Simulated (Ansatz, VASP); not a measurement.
**HfO2: VASP beside Ansatz**

```xyz
12
Lattice="5.2289 0.0000 0.0000 0.0000 5.0179 0.0000 0.0000 0.0000 5.0422" Properties=species:S:1:pos:R:3 pbc="T T T"
Hf    0.0688    1.2897    1.1069
Hf    2.5456    1.2897    3.6280
Hf    2.6833    3.7282    1.1069
Hf    5.1601    3.7282    3.6280
O     1.7138    0.3114    1.9698
O     0.9007    0.3114    4.4909
O     4.0479    2.2606    2.5354
O     3.7955    2.2606    5.0565
O     1.1810    2.7573    5.0565
O     1.4334    2.7573    2.5354
O     4.3282    4.7065    1.9698
O     3.5151    4.7065    4.4909
```

Change from the starting cell: polar distortion scaled by 0.40.

Alike in both runs: task single point; functional PBEsol; k mesh 6 × 6 × 6; no spin polarisation.

|  | VASP | Ansatz |
| --- | --- | --- |
| version | VASP 6.6.1 | Ansatz 0.2.0 |
| potentials or method | VASP PAW PBE potentials, release 64 (Hf_pv, O), cutoff 520 eV | scalar-relativistic, plane waves, PAW |
| occupations | gaussian, width 0.01 eV | fixed |
| valence electrons in the cell | 88 | 152 |

```csv
,VASP,Ansatz,Ansatz less VASP
gap on the k mesh at the Fermi level (eV),3.97,4.03,+0.055
least direct gap on the mesh (eV),4.49,4.53,+0.047
pressure (GPa),0.2,3.6,+3.40
"traceless stress, the component that is largest in VASP (GPa)",-6.12,-5.92,+0.201
rms of the force components (eV/Å),0.446,0.456,+0.0105
```

VASP's potentials were made for PBE, not for PBEsol, and Ansatz warns of the same on its side. Atom by atom the forces differ by 0.017 eV/Å (rms over components). VASP's potentials hold 88 valence electrons a cell and Ansatz's 152, so a difference there can come from the potentials and not from the codes.

Neither program's run includes spin-orbit coupling.
